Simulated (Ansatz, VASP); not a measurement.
## BN in VASP and in Ansatz

The input INCAR:

```
SYSTEM = BN
PREC     = Accurate       ! precision mode
ENCUT    = 520            ! plane-wave cutoff, eV
EDIFF    = 1E-7           ! SCF threshold, eV
ISMEAR   = 0              ! smearing method
SIGMA    = 0.02           ! smearing width, eV
LREAL    = .FALSE.        ! projectors in reciprocal space
LASPH    = .TRUE.         ! aspherical terms in the spheres
NELM     = 80             ! most SCF steps
ALGO     = Normal         ! electronic algorithm
ISIF     = 2              ! what is computed and relaxed
LWAVE    = .FALSE.        ! write WAVECAR
LCHARG   = .FALSE.        ! write CHGCAR
LDIPOL   = .TRUE.       
IDIPOL   = 3            
DIPOL    = 0.5 0.5 0.500
GGA      = PE             ! functional
IVDW     = 12             ! dispersion correction
NBANDS   = 11             ! bands
```

KPOINTS

```
Automatic mesh
0
G
  12 12 1
  0 0 0
```

The input POSCAR:

```
BN
1.0
    2.5120000000      0.0000000000      0.0000000000
   -1.2560000000      2.1754558143      0.0000000000
    0.0000000000      0.0000000000     26.0000000000
B N
1 1
Direct
    0.0000000000      0.0000000000      0.5027500000
    0.6666666667      0.3333333333      0.4972500000
```

Input for Ansatz:

```yaml
crystal:
  lattice:
    - [2.512, 0.0, 0.0]
    - [-1.256, 2.1754558143, 0.0]
    - [0.0, 0.0, 26.0]
  atoms:
    - { symbol: B, position: [0.0, 0.0, 0.50275] }
    - { symbol: "N", position: [0.6666666667, 0.3333333333, 0.49725] }
  periodic: [true, true, false]
basis:
  ecutwfc: 420
kpoints:
  mp_grid: { grid: [12, 12, 1] }
hamiltonian:
  xc: pbe
  dispersion: d3bj
scf:
  occupations: { method: gaussian, width: 0.02 }
output:
  forces: true
  stress: true
  eigenvalues: true
```

Alike in both runs: task single point; functional PBE; dispersion D3(BJ); k mesh 12 × 12 × 1; occupations gaussian, width 0.02 eV; no spin polarisation.

|  | VASP | Ansatz |
| --- | --- | --- |
| version | VASP 6.6.1 | Ansatz 0.2.0 |
| potentials or method | VASP PAW PBE potentials, release 64 (B, N), cutoff 520 eV | scalar-relativistic, plane waves, PAW |
| valence electrons in the cell | 8 | 8 |

|  | VASP | Ansatz | Ansatz less VASP |
| --- | --- | --- | --- |
| gap on the k mesh at the Fermi level (eV) | 4.31 | 4.31 | +0.002 |
| least direct gap on the mesh (eV) | 4.53 | 4.54 | +0.004 |
| rms of the force components (eV/Å) | 1.194 | 1.191 | -0.0034 |

Atom by atom the forces differ by 0.003 eV/Å (rms over components).
